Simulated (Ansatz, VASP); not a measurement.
Hf in VASP and in Ansatz

```xyz
1
Lattice="-1.8050 1.8050 1.8050 1.8050 -1.8050 1.8050 1.8050 1.8050 -1.8050" Properties=species:S:1:pos:R:3 pbc="T T T"
Hf    0.0000    0.0000    0.0000
```

Alike in both runs: task relaxation of cell and atoms; functional PBE; k mesh 9 × 9 × 9; occupations fermi-dirac, width 0.3 eV; no spin polarisation.

|  | VASP | Ansatz |
| --- | --- | --- |
| version | VASP 6.6.1 | Ansatz 0.2.0 |
| potentials or method | VASP PAW PBE potentials, release 64 (Hf_pv) | plane waves, PAW |
| plane-wave cutoff (eV) | 600 | 420 |
| valence electrons in the cell | 10 | 26 |

```tsv
	VASP	Ansatz	Ansatz less VASP
relaxed volume (Å³/atom)	22.66	22.74	+0.076
relaxed cell length with the largest relative difference (Å)	3.088	3.091	+0.0035
```

VASP's potentials hold 10 valence electrons a cell and Ansatz's 26, so a difference there can come from the potentials and not from the codes. Ansatz's warnings: stress scf threshold loose.

Neither program's run includes spin-orbit coupling.
